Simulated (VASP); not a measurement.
Crystal: Cu.

```
CELL_PARAMETERS angstrom
0.00000 1.73607 1.73607
1.73607 0.00000 1.73607
1.73607 1.73607 0.00000
ATOMIC_POSITIONS crystal
Cu 0.00000 0.00000 0.00000
```

Base run:

```yaml
Program: VASP 6.6.1
Functional: PBEsol
Potentials_or_basis: VASP PAW PBE potentials, release 64 (Cu)
Cutoff: 520 eV
k_mesh: 12 × 12 × 12
Occupations: fermi-dirac, width 0.06 eV
Spin: no spin polarisation
```

Its results: pressure 16.6 GPa.

Q: The run is repeated on the same cell with these changes: functional from PBEsol to PBE. What comes out?

A: Pressure 26.7 GPa.

PBE binds less tightly than PBEsol, so the same cell stands under more pressure.

Caveats: the PAW data sets were made with another functional, which shifts forces and pressure a little (some runs).
